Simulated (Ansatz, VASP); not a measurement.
**Te in VASP and in Ansatz**

Contents of POSCAR:

```
Te
1.0
    4.4712577270      0.0000000000      0.0000000000
   -2.2356288635      3.8722227785      0.0000000000
    0.0000000000      0.0000000000      5.9487470213
Te
3
Direct
    0.2641920653      0.0000000000      0.3333333333
    0.0000000000      0.2641920653      0.6666666667
    0.7358079347      0.7358079347      0.0000000000
```

INCAR.step1

```
SYSTEM = Te
PREC = Accurate
ENCUT = 520
EDIFF = 1E-5
ISMEAR = 0
SIGMA = 0.01
LREAL = .False.
LASPH = .True.
NELM = 80
ALGO = Normal
ISIF = 2
LWAVE = .True.
LCHARG = .False.
NBANDS = 16
GGA = PE
```

INCAR.step2

```
SYSTEM = Te
PREC = Accurate
ENCUT = 520
EDIFF = 1E-6
ISMEAR = 0
SIGMA = 0.01
LREAL = .False.
LASPH = .True.
NELM = 80
ALGO = Normal
ISIF = 2
LWAVE = .False.
LCHARG = .False.
GGA = PE
LHFCALC = .True.
AEXX = 0.05
HFSCREEN = 0.2078
PRECFOCK = Normal
NBANDS = 16
ISTART = 1
```

The input KPOINTS:

```
Automatic mesh
0
Gamma
  6 6 2
  0 0 0
```

Input for Ansatz:

```yaml
crystal:
  lattice:
    - [4.471257727, 0.0, 0.0]
    - [-2.2356288635, 3.8722227785, 0.0]
    - [0.0, 0.0, 5.9487470213]
  atoms:
    - { symbol: Te, position: [0.2641920653, 0.0, 0.3333333333] }
    - { symbol: Te, position: [0.0, 0.2641920653, 0.6666666667] }
    - { symbol: Te, position: [0.7358079347, 0.7358079347, 0.0] }
kpoints:
  mp_grid: { grid: [6, 6, 2] }
hamiltonian:
  xc:
    exchange: pbe
    correlation: pbe
    exx: { coeff: 0.05, omega: 0.2078 }
scf:
  occupations: { method: fixed }
  n_extra_bands: 4
output:
  forces: true
  stress: true
  eigenvalues: true
```

Alike in both runs: task single point; functional PBE-based screened hybrid; k mesh 6 × 6 × 2; no spin polarisation.

|  | VASP | Ansatz |
| --- | --- | --- |
| version | VASP 6.6.1 | Ansatz 0.2.0 |
| potentials or method | VASP PAW PBE potentials, release 64 (Te) | plane waves |
| plane-wave cutoff (eV) | 520 | 420 |
| occupations | gaussian, width 0.01 eV | fixed |
| valence electrons in the cell | 18 | 48 |

```csv
,VASP,Ansatz,Ansatz less VASP
gap on the k mesh at the Fermi level (eV),0.24,0.26,+0.026
pressure (GPa),1.0,1.0,+0.07
"traceless stress, the component that is largest in VASP (GPa)",0.21,0.22,+0.008
rms of the force components (eV/Å),0.071,0.068,-0.0033
```

VASP's potentials were made for PBE, not for PBE-based screened hybrid. Atom by atom the forces differ by 0.003 eV/Å (rms over components). VASP's potentials hold 18 valence electrons a cell and Ansatz's 48, so a difference there can come from the potentials and not from the codes. Ansatz's warnings: stress exchange threshold loose, stress scf threshold loose.

The k mesh is coarse, so the values compare programs but aren't converged. Neither program's run includes spin-orbit coupling.
